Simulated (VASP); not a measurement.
Set up this calculation in VASP 6.6.1, as the native input.

```yaml
Task: single point
Functional: LDA
Potentials_or_basis: VASP PAW LDA potentials, release 64 (Rh_pv)
Cutoff: 520 eV
k_mesh: 9 × 9 × 9
Occupations: gaussian, width 0.1 eV
Spin: no spin polarisation
Dipole_correction: no
Further_INCAR_settings: ALGO = Normal; EDIFF = 1e-07; NBANDS = 14
```

The structure of Rh lies in POSCAR:

```
Rh
1.0
    0.0000000000      1.8657635431      1.8657635431
    1.8657635431      0.0000000000      1.8657635431
    1.8657635431      1.8657635431      0.0000000000
Rh
1
Direct
    0.0000000000      0.0000000000      0.0000000000
```

One way to write it, as run:

INCAR

```
ALGO = Normal ; EDIFF = 1E-7
ENCUT = 520 ; GGA = CA
ISIF = 2 ; ISMEAR = 0
LASPH = T ; LCHARG = F
LREAL = F ; LWAVE = F
NBANDS = 14 ; NELM = 100
PREC = Accurate ; SIGMA = 0.1
```

KPOINTS

```
k-points
0
Gamma
  9 9 9
```

Potentials or basis: VASP PAW LDA potentials, release 64 (Rh_pv).

Run with:

```console
$ cat potpaw_LDA.64/Rh_pv/POTCAR > POTCAR
$ mpirun -np 1 vasp_std > vasp.out
```

Results of the run:

* Pressure: 7.0 GPa

Wall time 3.2 s on 1 thread of Intel(R) Xeon(R) 6975P-C (Granite Rapids), with other jobs on the host, peak memory 0.12 GiB.
